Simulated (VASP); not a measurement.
# Ru (P6_3/mmc) in VASP: a series of runs

The runs below take Ru through single point, with PBE.

All numbers are computed with VASP 6.6.1; they aren't measurements. Logs are shortened: lines on timing, memory, paths and dates and some standing lists are left out, and cuts for length are marked.

## 1. The cell of the first run

It takes space group P6_3/mmc (No. 194, hexagonal). Conventional cell: a = 2.497 Å, b = 2.497 Å, c = 3.978 Å, α = 90.00°, β = 90.00°, γ = 120.00°. Ru (site symmetry -6m2) has 12 Ru at 2.46 to 2.50 Å within 3.2 Å.

## 2. Single point, PBE

The input, INCAR:

```
PREC     = Accurate       # precision mode
ENCUT    = 520            # plane-wave cutoff, eV
EDIFF    = 1E-6           # SCF threshold, eV
ISMEAR   = -1             # smearing method
SIGMA    = 0.08           # smearing width, eV
LREAL    = F              # projectors in reciprocal space
LASPH    = T              # aspherical terms in the spheres
NELM     = 60             # most SCF steps
ALGO     = Normal         # electronic algorithm
ISIF     = 2              # what is computed and relaxed
LWAVE    = F              # write WAVECAR
LCHARG   = F              # write CHGCAR
GGA      = PE             # functional
NBANDS   = 21             # bands
```

The input, KPOINTS:

```
regular mesh
0
Gamma
  18 18 10
```

The input, POSCAR:

```
Ru
1.0
    2.4970391229      0.0000000000      0.0000000000
   -1.2485195615      2.1624993147      0.0000000000
    0.0000000000      0.0000000000      3.9782100822
Ru
2
Direct
    0.3333333333      0.6666666667      0.2500000000
    0.6666666667      0.3333333333      0.7500000000
```

Potentials or basis: VASP PAW PBE potentials, release 64 (Ru_pv).

The run is started by

```console
> cat potpaw_PBE.64/Ru_pv/POTCAR > POTCAR
> mpirun -np 1 vasp_std > vasp.out
```

OUTCAR:

```text
PREC = Accurate
   ENCUT = 520
   EDIFF = 1E-6
   ISMEAR = -1
   LREAL = F
   LASPH = T
   NELM = 60
   ISIF = 2
   GGA = PE

 ion  position               nearest neighbor table
   1  0.333  0.667  0.250-   2 2.46   2 2.46   2 2.46   2 2.46   2 2.46   2 2.46
   2  0.667  0.333  0.750-   1 2.46   1 2.46   1 2.46   1 2.46   1 2.46   1 2.46

  LATTYP: Found a hexagonal cell.
 ALAT       =     2.4970391229
 C/A-ratio  =     1.5931709062

  Lattice vectors:

 A1 = (   2.4970391229,   0.0000000000,   0.0000000000)
 A2 = (  -1.2485195615,   2.1624993147,   0.0000000000)
 A3 = (   0.0000000000,   0.0000000000,   3.9782100822)

Analysis of symmetry for initial positions (statically):
=====================================================================
 Subroutine PRICEL returns:
 Original cell was already a primitive cell.

 Routine SETGRP: Setting up the symmetry group for a
 hexagonal supercell.

 Subroutine GETGRP returns: Found 24 space group operations
 (whereof 12 operations were pure point group operations)
 out of a pool of 24 trial point group operations.

The static configuration has the point symmetry D_3d.
 The point group associated with its full space group is D_6h.

Analysis of symmetry for dynamics (positions and initial velocities):
=====================================================================
 Subroutine PRICEL returns:
 Original cell was already a primitive cell.

 Routine SETGRP: Setting up the symmetry group for a
 hexagonal supercell.

 Subroutine GETGRP returns: Found 24 space group operations
 (whereof 12 operations were pure point group operations)
 out of a pool of 24 trial point group operations.

The dynamic configuration has the point symmetry D_3d.
 The point group associated with its full space group is D_6h.

 Subroutine INISYM returns: Found 24 space group operations
 (whereof 12 operations are pure point group operations),
 and found     1 'primitive' translations

----------------------------------------------------------------------------------------

                                     Primitive cell

  volume of cell :      21.4817

  direct lattice vectors                    reciprocal lattice vectors
     2.497039123  0.000000000  0.000000000     0.400474302  0.231213946  0.000000000
    -1.248519561  2.162499315  0.000000000     0.000000000  0.462427892  0.000000000
     0.000000000  0.000000000  3.978210082     0.000000000  0.000000000  0.251369329

  length of vectors
     2.497039123  2.497039123  3.978210082     0.462427892  0.462427892  0.251369329

  position of ions in fractional coordinates (direct lattice)
     0.333333333  0.666666667  0.250000000
     0.666666667  0.333333333  0.750000000

  ion indices of the primitive-cell ions
   primitive index   ion index
                 1           1
                 2           2

----------------------------------------------------------------------------------------

 KPOINTS: regular mesh

Automatic generation of k-mesh.
 Grid dimensions read from file:
 generate k-points for:   18   18   10

 Generating k-lattice:

  Cartesian coordinates                     Fractional coordinates (reciprocal lattice)
     0.022248572  0.012845219  0.000000000     0.055555556  0.000000000  0.000000000
     0.000000000  0.025690438  0.000000000     0.000000000  0.055555556  0.000000000
     0.000000000  0.000000000  0.025136933     0.000000000  0.000000000  0.100000000

  Length of vectors
     0.025690438  0.025690438  0.025136933

  Shift w.r.t. Gamma in fractional coordinates (k-lattice)
     0.000000000  0.000000000  0.000000000

 Subroutine IBZKPT returns following result:
 ===========================================

 Found    222 irreducible k-points:

 Following reciprocal coordinates:
            Coordinates               Weight
  0.000000  0.000000  0.000000      1.000000
  0.055556  0.000000  0.000000      6.000000
  0.111111  0.000000  0.000000      6.000000
  0.166667 -0.000000  0.000000      6.000000
  0.222222  0.000000  0.000000      6.000000
  0.277778  0.000000  0.000000      6.000000
[... 16 lines left out ...]
  0.333333  0.111111  0.000000     12.000000
  0.388889  0.111111  0.000000     12.000000
 [... further k-points ...]
   k-points           NKPTS =    222   k-points in BZ     NKDIM =    222   number of bands    NBANDS=     21
   number of dos      NEDOS =    301   number of ions     NIONS =      2
   total plane-waves  NPLWV =  12000
   dimension x,y,z NGX =    20 NGY =   20 NGZ =   30
   dimension x,y,z NGXF=    40 NGYF=   40 NGZF=   60
   ions per type =               2
   NGX,Y,Z   is equivalent  to a cutoff of  13.32, 13.32, 12.54 a.u.
   NGXF,Y,Z  is equivalent  to a cutoff of  26.63, 26.63, 25.07 a.u.
 SYSTEM =  unknown system
   PREC   = accura    normal or accurate (medium, high low for compatibility)
   ISTART =      0    job   : 0-new  1-cont  2-samecut
   ICHARG =      2    charge: 1-file 2-atom 10-const
   ISPIN  =      1    spin polarized calculation?
   LNONCOLLINEAR =      F non collinear calculations
   LSORBIT =      F    spin-orbit coupling
   LASPH  =      T    aspherical Exc in radial PAW
   ENCUT  =  520.0 eV  38.22 Ry    6.18 a.u.   4.64  4.64  7.40*2*pi/ulx,y,z
   NELM   =     60;   NELMIN=  2; NELMDL= -5     # of ELM steps
   EDIFF  = 0.1E-05   stopping-criterion for ELM
   LREAL  =      F    real-space projection
   EDIFFG = 0.1E-04   stopping-criterion for IOM
   NSW    =      0    number of steps for IOM
   IBRION =     -1    ionic relax: 0-MD 1-quasi-New 2-CG
   NFREE  =      0    steps in history (QN), initial steepest desc. (CG)
   ISIF   =      2    stress and relaxation
   ISYM   =      2    0-nonsym 1-usesym 2-fastsym
   POTIM  = 0.5000    time-step for ionic-motion
   TEBEG  =    0.0;   TEEND  =   0.0 temperature during run
   PSTRESS=    0.0 pullay stress
   NELECT =      28.0000    total number of electrons
   NUPDOWN=      -1.0000    fix difference up-down
   EMIN   =  10.00;   EMAX   =-10.00  energy-range for DOS
   EFERMI =   0.00;   METHOD = LEGACY
   ISMEAR =    -1;   SIGMA  =   0.08  broadening in eV -4-tet -1-fermi 0-gaus
   EFERMI_NEDOS =   21; number of points for ismear=-14 and -15
   IALGO  =     38    algorithm
   IMIX   =      4    mixing-type and parameters
     AMIX     =   0.40;   BMIX     =  1.00
     AMIX_MAG =   1.60;   BMIX_MAG =  1.00
  volume/ion in A,a.u.               =      10.74        72.48
  Fermi-wavevector in a.u.,A,eV,Ry     =   1.788290  3.379377 43.511151  3.197979
  Thomas-Fermi vector in A             =   2.851496
   LORBIT       =      0    0 simple, 1 ext, 2 COOP (PROOUT), +10 PAW based schemes
   GGA     = PE    functional components
   LHFCALC =     F    Hartree Fock is set to
   AEXX    =    0.0000 exact exchange contribution
   IVDW    =     0    specifies the selected vdW correction
   LEPSILON=     F    determine dielectric tensor
   LRPA    =     F    only Hartree local field effects (RPA)
 non-spin polarized calculation
  energy-cutoff  :      520.00
  volume of cell :       21.48
 maximum number of plane-waves:       592
 NGX is ok and might be reduce to    20
   NGX =  9   NGY =  9   NGZ = 15

 number of electron      27.9999993 magnetization

 Free energy of the ion-electron system (eV)
  ---------------------------------------------------
  ext. energy  EPLUGINS =         0.00000000
  ---------------------------------------------------
  free energy    TOTEN  =       -16.38927607 eV

  energy without entropy =      -16.36448289  energy(sigma->0) =      -16.37687948

 E-fermi :  17.6217     XC(G=0): -15.6236

 val. band max:       17.6067371508   @ k =   0.1667   0.1111   0.3000
 cond. band min:      17.6379742105   @ k =   0.2222   0.0000   0.4000
 fundamental gap:      0.0312370598
 Fermi energy:        17.6217358526

 k-point     1 :       0.0000    0.0000    0.0000
  band No.  band energies     occupation
      1     -27.2312      2.00000
      2     -25.2632      2.00000
      3     -25.2632      2.00000
      4     -24.9321      2.00000
      5     -24.9321      2.00000
      6     -24.8605      2.00000
[... 13 lines left out ...]
     20      27.8353      0.00000
     21      31.0248      0.00000

 k-point     2 :       0.0556    0.0000    0.0000
  band No.  band energies     occupation
      1     -27.2094      2.00000
      2     -25.3145      2.00000
      3     -25.2800      2.00000
      4     -24.9851      2.00000
      5     -24.9384      2.00000
      6     -24.8702      2.00000
[... 13 lines left out ...]
     20      27.8353      0.00000
     21      31.0274      0.00000

 k-point     3 :       0.1111    0.0000    0.0000
  band No.  band energies     occupation
      1     -27.1452      2.00000
      2     -25.4616      2.00000
      3     -25.3275      2.00000
      4     -25.1352      2.00000
      5     -24.9576      2.00000
      6     -24.8992      2.00000
[... 13 lines left out ...]
     20      27.8352      0.00000
     21      30.9877      0.00000

 k-point     4 :       0.1667   -0.0000    0.0000
  band No.  band energies     occupation
      1     -27.0421      2.00000
      2     -25.6857      2.00000
      3     -25.3976      2.00000
      4     -25.3588      2.00000
      5     -24.9887      2.00000
      6     -24.9480      2.00000
[... 13 lines left out ...]
     20      27.8352      0.00000
     21      30.8340      0.00000

 k-point     5 :       0.2222    0.0000    0.0000
  band No.  band energies     occupation
      1     -26.9064      2.00000
      2     -25.9583      2.00000
      3     -25.6235      2.00000
      4     -25.4804      2.00000
      5     -25.0290      2.00000
      6     -25.0167      2.00000
[... 13 lines left out ...]
     20      27.8351      0.00000
     21      30.5639      0.00000

 k-point     6 :       0.2778    0.0000    0.0000
  band No.  band energies     occupation
      1     -26.7467      2.00000
      2     -26.2451      2.00000
      3     -25.8948      2.00000
      4     -25.5654      2.00000
      5     -25.1047      2.00000
      6     -25.0738      2.00000
[... 13 lines left out ...]
     20      28.0271      0.00000
     21      30.2357      0.00000

 k-point     7 :       0.3333   -0.0000    0.0000
  band No.  band energies     occupation
      1     -26.5750      2.00000
      2     -26.5112      2.00000
      3     -26.1413      2.00000
      4     -25.6430      2.00000
      5     -25.2087      2.00000
      6     -25.1172      2.00000
[... 13 lines left out ...]
     20      29.6116      0.00000
     21      29.8533      0.00000
[... 291 lines left out ...]
      1     -26.8503      2.00000
      2     -25.9734      2.00000
      3     -25.8310      2.00000
      4     -25.4351      2.00000
      5     -25.1109      2.00000
      6     -25.0465      2.00000
[... 13 lines left out ...]
     20      27.8351      0.00000
     21      30.5171      0.00000

 k-point    21 :       0.2222    0.1111    0.0000
  band No.  band energies     occupation
      1     -26.6944      2.00000
      2     -26.2333      2.00000
      3     -26.0265      2.00000
      4     -25.5635      2.00000
      5     -25.1742      2.00000
      6     -25.1349      2.00000
[... 13 lines left out ...]
     20      28.6844      0.00000
     21      30.2975      0.00000

 k-point    22 :       0.2778    0.1111    0.0000
  band No.  band energies     occupation
      1     -26.5258      2.00000
      2     -26.4815      2.00000
      3     -26.1976      2.00000
      4     -25.6857      2.00000
      5     -25.2396      2.00000
      6     -25.2310      2.00000
[... 13 lines left out ...]
     20      30.0989      0.00000
     21      30.2538      0.00000

 k-point    23 :       0.3333    0.1111    0.0000
  band No.  band energies     occupation
      1     -26.6819      2.00000
      2     -26.3606      2.00000
      3     -26.3343      2.00000
      4     -25.7837      2.00000
      5     -25.3525      2.00000
      6     -25.2767      2.00000
[... 13 lines left out ...]
     20      29.1702      0.00000
     21      30.9972      0.00000

 k-point    24 :       0.3889    0.1111    0.0000
  band No.  band energies     occupation
      1     -26.8114      2.00000
      2     -26.4231      2.00000
      3     -26.2260      2.00000
      4     -25.8465      2.00000
      5     -25.4528      2.00000
      6     -25.3064      2.00000
[... 13 lines left out ...]
     20      27.8364      0.00000
     21      31.2304      0.00000

 [... further k-points ...]
[... 5 lines left out ...]
  --------------------------------------------------------------------------------------
  -------------------------------------------------------------------------------------
  Total       18.8068681     18.8068681     18.8315450     -0.0000000      0.0000000      0.0000000
  in kB     1402.6781204   1402.6781204   1404.5186041     -0.0000000      0.0000000      0.0000000
  external PRESSURE =    1403.2916150 kB  Pullay stress =       0.0000000 kB

 VOLUME and BASIS-vectors are now :
 -----------------------------------------------------------------------------
  energy-cutoff  :      520.00
  volume of cell :       21.48
      direct lattice vectors                 reciprocal lattice vectors
     2.497039123  0.000000000  0.000000000     0.400474302  0.231213946  0.000000000
    -1.248519561  2.162499315  0.000000000     0.000000000  0.462427892  0.000000000
     0.000000000  0.000000000  3.978210082     0.000000000  0.000000000  0.251369329

 POSITION                                       TOTAL-FORCE (eV/Angst)
 -----------------------------------------------------------------------------------
     -0.00000      1.44167      0.99455        -0.000000      0.000000      0.000000
      1.24852      0.72083      2.98366         0.000000     -0.000000      0.000000
 -----------------------------------------------------------------------------------
    total drift:                               -0.000000      0.000000     -0.000000

  FREE ENERGIE OF THE ION-ELECTRON SYSTEM (eV)
  ---------------------------------------------------
  free  energy   TOTEN  =       -16.3892760739 eV

  energy  without entropy=      -16.3644828872  energy(sigma->0) =      -16.37687948
```

Run time: 2 min. Hardware: 1 thread of AMD EPYC 7R13, shared host; peak memory 0.17 GiB.

Results:

| Property | Result |
| --- | --- |
| Free energy | -16.3893 eV |
| Pressure | 140.3 GPa |
| Band gap on the k mesh | zero (band 14 reaches 19.79 eV, above the bottom of band 15 at 15.28 eV) |

Stress tensor (GPa, compression positive):
```
140.27   0.00   0.00
  0.00 140.27   0.00
  0.00   0.00 140.45
```

(Continued in part 2 of 2.)
